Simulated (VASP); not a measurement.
Set up this calculation in VASP 6.6.1, as the native input.

```yaml
Task: single point
Functional: PBE
Potentials_or_basis: VASP PAW PBE potentials, release 64 (Na_pv)
Cutoff: 520 eV
k_mesh: 17 × 17 × 17
Occupations: fermi-dirac, width 0.1 eV
Spin: no spin polarisation
Dipole_correction: no
Further_INCAR_settings: ALGO = Normal; EDIFF = 1e-06; NBANDS = 10
```

The structure of Na lies in POSCAR:

```
Na
1.0
    0.0000000000      2.5364350207      2.5364350207
    2.5364350207      0.0000000000      2.5364350207
    2.5364350207      2.5364350207      0.0000000000
Na
1
Direct
    0.0000000000      0.0000000000      0.0000000000
```

This cell differs from its parent crystal: volume scaled by 0.88.

One way to write it, as run:

INCAR

```
SYSTEM = Na
PREC = Accurate
ENCUT = 520
EDIFF = 1E-6
ISMEAR = -1
SIGMA = 0.1
LREAL = .False.
LASPH = .True.
NELM = 100
ALGO = Normal
ISIF = 2
LWAVE = .False.
LCHARG = .False.
GGA = PE
NBANDS = 10
```

KPOINTS

```
Automatic mesh
0
Gamma
  17 17 17
  0 0 0
```

Potentials or basis: VASP PAW PBE potentials, release 64 (Na_pv).

Command:

```console
$ cat potpaw_PBE.64/Na_pv/POTCAR > POTCAR
$ mpirun -np 1 vasp_std > vasp.out
```

It gave:

* Pressure: 1.2 GPa

It took 19 s on 1 thread of Intel(R) Xeon(R) Platinum 8559C (Emerald Rapids), on a shared host, peak memory 0.17 GiB.
